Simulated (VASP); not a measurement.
Runs of VASP 6.6.1 on SrO. The structure is that of space group Fm-3m (No. 225), or close to it. The cells are those of the table. 

```csv
level,cell,k mesh,smearing,grid for exact exchange (PRECFOCK),screening parameter,gap on the mesh (eV),pressure (GPa)
PBE,"a = 3.709, b = 3.709, c = 3.649 Å, angles 60.5, 60.5, 58.9°, 2 atoms",8 × 8 × 8,fermi-dirac 0.02 eV,-,-,(b),-0.3
HSE06,"a = 3.504 Å, angles 60.0°, 2 atoms",6 × 6 × 6,gaussian 0.01 eV,Normal,0.2079 1/Å,4.67,15.1
r2SCAN,"a = 3.504 Å, angles 60.0°, 2 atoms",8 × 8 × 8,gaussian 0.01 eV,-,-,3.64,15.9
PBE,"a = 3.504 Å, angles 60.0°, 2 atoms",8 × 8 × 8,fermi-dirac 0.02 eV,-,-,3.16,17.5
r2SCAN,"a = 3.709, b = 3.709, c = 3.649 Å, angles 60.5, 60.5, 58.9°, 2 atoms",8 × 8 × 8,gaussian 0.01 eV,-,-,3.69,(a)
```

Alike in all rows: task single point; potentials or basis VASP PAW PBE potentials, release 64 (Sr_sv, O); no spin polarisation; cutoff (eV) 520.

Problem. Estimate the missing entries.

Solution. (a) -2.2; (b) 3.22.

Caveats: the PAW data sets were made with another functional, which shifts forces and pressure a little (some runs).

A k mesh can miss the band edges, and the runs leave out spin-orbit coupling on Sr.
